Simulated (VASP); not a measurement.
Write the native input for VASP 6.6.1 that does the following.

* Task: single point
* Functional: LDA
* Potentials or basis: VASP PAW LDA potentials, release 64 (Sn_d, Si)
* Cutoff: 520 eV
* k mesh: 10 × 10 × 6
* Occupations: gaussian, width 0.1 eV
* Spin: no spin polarisation
* Dipole correction: no
* Further INCAR settings: ALGO = Normal; EDIFF = 1e-07; NBANDS = 36

The structure of Si3Sn (lda) lies in POSCAR:

```
Si3Sn
1.0
    0.0000000000     -2.8328398888     -2.8328398888
    2.8560323127      5.6576063280     -2.8247664392
    5.6735972173     -2.8146597446      2.8146597446
Sn Si
2 6
Direct
    0.7474083359      0.4948166718      0.2669668005
    0.8150916641      0.6301833282      0.9205331995
    0.4992799814     -0.0014400371      0.5060014510
    0.2422572497      0.4845144995      0.7289362159
    0.0100167670      0.0200335341     -0.0017031877
    0.5524832330      0.1049664659      0.1892031877
    0.3202427503      0.6404855005      0.4585637841
    0.0632200186      0.1264400371      0.6814985490
```

These files were run (other wordings do the same):

INCAR

```
SYSTEM = Si3Sn
ALGO = Normal ; EDIFF = 1E-7
ENCUT = 520 ; ISIF = 2
ISMEAR = 0 ; LASPH = .True.
LCHARG = .False. ; LREAL = .False.
LWAVE = .False. ; NBANDS = 36
NELM = 100 ; PREC = Accurate
SIGMA = 0.1
```

KPOINTS

```
k-points
0
Gamma
  10 10 6
  0 0 0
```

Potentials or basis: VASP PAW LDA potentials, release 64 (Sn_d, Si).

Launch:

```bash
$ cat potpaw_LDA.64/Sn_d/POTCAR potpaw_LDA.64/Si/POTCAR > POTCAR
$ mpirun -np 1 vasp_std > vasp.out
```

Results of the run:

| Quantity | Value |
| --- | --- |
| Pressure | 0.0 GPa |
| Largest force | 0.011 eV/Å |

Wall time 8.8 min on 1 thread of AMD EPYC 9R45 96-Core Processor (Zen 5), on a shared host, peak memory 0.83 GiB.
